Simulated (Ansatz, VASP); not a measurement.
# Rb in VASP and in Ansatz

```
Rb
1.0
     4.60786    0.00000    0.00000
     0.00000    4.60786    0.00000
     0.00000    0.00000    4.60786
Rb
1
Direct
  0.00000 0.00000 0.00000
```

Alike in both runs: task single point; functional PBEsol; k mesh 8 × 8 × 8; occupations fermi-dirac, width 0.1 eV; no spin polarisation.

|  | VASP | Ansatz |
| --- | --- | --- |
| version | VASP 6.6.1 | Ansatz 0.2.0 |
| potentials or method | VASP PAW PBE potentials, release 64 (Rb_sv), cutoff 520 eV | plane waves (420 eV) with PAW, scalar-relativistic |
| valence electrons in the cell | 9 | 9 |

```csv
,VASP,Ansatz,Ansatz less VASP
pressure (GPa),-0.1,-0.1,0.00
```

VASP's potentials were made for PBE, not for PBEsol, and Ansatz warns of the same on its side.
